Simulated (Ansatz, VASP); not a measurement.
# GaOsC4N4 in VASP and in Ansatz

```
CELL_PARAMETERS angstrom
5.79036 0.00000 0.00000
0.00000 5.79036 0.00000
0.00000 0.00000 5.79036
ATOMIC_POSITIONS crystal
Ga 0.50000 0.50000 0.50000
Os 0.00000 0.00000 0.00000
C 0.19429 0.19429 0.19429
C 0.19429 0.80571 0.80571
C 0.80571 0.19429 0.80571
C 0.80571 0.80571 0.19429
N 0.31255 0.31255 0.31255
N 0.31255 0.68745 0.68745
N 0.68745 0.31255 0.68745
N 0.68745 0.68745 0.31255
```

Alike in both runs: functional PBE; k mesh 6 × 6 × 6; occupations gaussian, width 0.01 eV; collinear spin.

Ansatz relaxed the structure, and its values are those at the end. VASP's run is a single point on that final structure, the one shown.

|  | VASP | Ansatz |
| --- | --- | --- |
| version | VASP 6.6.1 | Ansatz 0.2.0 |
| potentials or method | VASP PAW PBE potentials, release 64 (Ga_d, Os, C, N), cutoff 520 eV | scalar-relativistic, plane waves, PAW |
| valence electrons in the cell | 57 | 65 |

Ansatz gave:

```
gap on the k mesh at the Fermi level (eV)                     : 0.15
least direct gap on the mesh (eV)                             : 0.57
pressure (GPa)                                                : 0.0
rms of the force components (eV/Å)                            : 0.003
net moment per atom (μB)                                      : 0.30
size of the moment on the site where the two differ most (μB) : 0.62
```

Task: Estimate VASP's values.

Result: gap on the k mesh at the Fermi level (eV): 0.15; least direct gap on the mesh (eV): 0.57; pressure (GPa): 0.4; rms of the force components (eV/Å): 0.119; net moment per atom (μB): 0.30; size of the moment on the site where the two differ most (μB): 1.30.

Site moments also hang on the region over which each program counts them. VASP's potentials hold 57 valence electrons a cell and Ansatz's 65, so a difference there can come from the potentials and not from the codes.

Spin-orbit coupling is off throughout. Noted on VASP's run: the standard files for N, O and F lose accuracy on very short bonds.
